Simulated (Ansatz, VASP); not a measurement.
# Re in VASP and in Ansatz

The input INCAR:

```
SYSTEM = Re
PREC = Accurate
ENCUT = 520
EDIFF = 1E-6
ISMEAR = -1
SIGMA = 0.05
LREAL = .FALSE.
LASPH = .TRUE.
NELM = 80
ALGO = Normal
ISIF = 2
LWAVE = .FALSE.
LCHARG = .FALSE.
GGA = PE
NBANDS = 14
```

Contents of KPOINTS:

```
Automatic mesh
0
G
  14 14 8
  0 0 0
```

Contents of POSCAR:

```
Re
1.0
    2.5768720617      0.0000000000      0.0000000000
   -1.2884360308      2.2316366677      0.0000000000
    0.0000000000      0.0000000000      4.1620000000
Re
2
Direct
    0.3333333333      0.6666666667      0.2500000000
    0.6666666667      0.3333333333      0.7500000000
```

Input for Ansatz:

```yaml
crystal:
  lattice:
    - [2.5768720617, 0.0, 0.0]
    - [-1.2884360308, 2.2316366677, 0.0]
    - [0.0, 0.0, 4.162]
  atoms:
    - { symbol: Re, position: [0.3333333333, 0.6666666667, 0.25] }
    - { symbol: Re, position: [0.6666666667, 0.3333333333, 0.75] }
kpoints:
  mp_grid: { grid: [14, 14, 8] }
  band_path:
    path:
      - [0.0, 0.0, 0.0]
      - [0.5, 0.0, 0.0]
      - [0.3333333333, 0.3333333333, 0.0]
      - [0.0, 0.0, 0.0]
      - [0.0, 0.0, 0.5]
      - [0.5, 0.0, 0.5]
      - [0.3333333333, 0.3333333333, 0.5]
      - [0.0, 0.0, 0.5]
      - [0.5, 0.0, 0.5]
    npoints: 5
scf:
  occupations: { method: fermi_dirac, width: 0.05 }
hamiltonian:
  xc: pbe
  pseudopotentials: { kind: all_electron, lapw: { basis_error: 0.00025 } }
output:
  forces: true
  stress: true
  eigenvalues: true
```

Change from the starting cell: equal xx and yy strain of -1 %.

Alike in both runs: task single point; functional PBE; k mesh 14 × 14 × 8; occupations fermi-dirac, width 0.05 eV; no spin polarisation.

|  | VASP | Ansatz |
| --- | --- | --- |
| version | VASP 6.6.1 | Ansatz 0.2.0 |
| potentials or method | VASP PAW PBE potentials, release 64 (Re), cutoff 520 eV | all-electron LAPW, scalar-relativistic |

Ansatz gave:

```
pressure (GPa)                                                : 130.8
traceless stress, the component that is largest in VASP (GPa) : -0.09
```

**Question.** What did VASP give for the same quantities?

**Answer.** Pressure (GPa): 134.2; traceless stress, the component that is largest in VASP (GPa): -0.10.

Both programs put the cell under a high pressure, so it lies far from rest at this level. Ansatz ran all-electron here, and VASP with PAW potentials.

Neither program's run includes spin-orbit coupling. Noted on VASP's run: the cell as given lies far from equilibrium.
